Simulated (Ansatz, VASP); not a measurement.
**As in VASP and in Ansatz**

The input INCAR:

```
PREC = Accurate ; ENCUT = 520
EDIFF = 1E-6 ; ISMEAR = -1
SIGMA = 0.1 ; LREAL = F
LASPH = T ; NELM = 100
ALGO = Normal ; ISIF = 2
LWAVE = F ; LCHARG = F
GGA = PE ; NBANDS = 12
```

Contents of KPOINTS:

```
regular mesh
0
Gamma
  16 16 9
```

POSCAR

```
As
1.0
    2.9582581981      0.0000000000      0.0000000000
   -1.4791290991      2.5619267505      0.0000000000
    0.0000000000      0.0000000000      5.1188773796
As
2
Direct
    0.3333333333      0.6666666667      0.2500000000
    0.6666666667      0.3333333333      0.7500000000
```

Input for Ansatz:

```yaml
crystal:
  lattice:
    - [2.9582581981, 0.0, 0.0]
    - [-1.4791290991, 2.5619267505, 0.0]
    - [0.0, 0.0, 5.1188773796]
  atoms:
    - { symbol: As, position: [0.3333333333, 0.6666666667, 0.25] }
    - { symbol: As, position: [0.6666666667, 0.3333333333, 0.75] }
kpoints:
  mp_grid: { grid: [16, 16, 9] }
  band_path:
    path:
      - [0.0, 0.0, 0.0]
      - [0.5, 0.0, 0.0]
      - [0.3333333333, 0.3333333333, 0.0]
      - [0.0, 0.0, 0.0]
      - [0.0, 0.0, 0.5]
      - [0.5, 0.0, 0.5]
      - [0.3333333333, 0.3333333333, 0.5]
      - [0.0, 0.0, 0.5]
      - [0.5, 0.0, 0.5]
    npoints: 14
scf:
  occupations: { method: fermi_dirac, width: 0.1 }
hamiltonian:
  xc: pbe
  pseudopotentials: { kind: all_electron, lapw: { basis_error: 0.001 } }
output:
  forces: true
  stress: true
  eigenvalues: true
  populations: true
  dos: { projected: true, de: 0.2, e_range: [-14, 8] }
```

Alike in both runs: task single point; functional PBE; k mesh 16 × 16 × 9; occupations fermi-dirac, width 0.1 eV; no spin polarisation.

```csv
,VASP,Ansatz
version,VASP 6.6.1,Ansatz 0.2.0
potentials or method,"VASP PAW PBE potentials, release 64 (As), cutoff 520 eV","all-electron LAPW, scalar-relativistic"
```

```csv
,VASP,Ansatz,Ansatz less VASP
pressure (GPa),0.0,0.0,-0.04
```

Ansatz ran all-electron here, and VASP with PAW potentials.
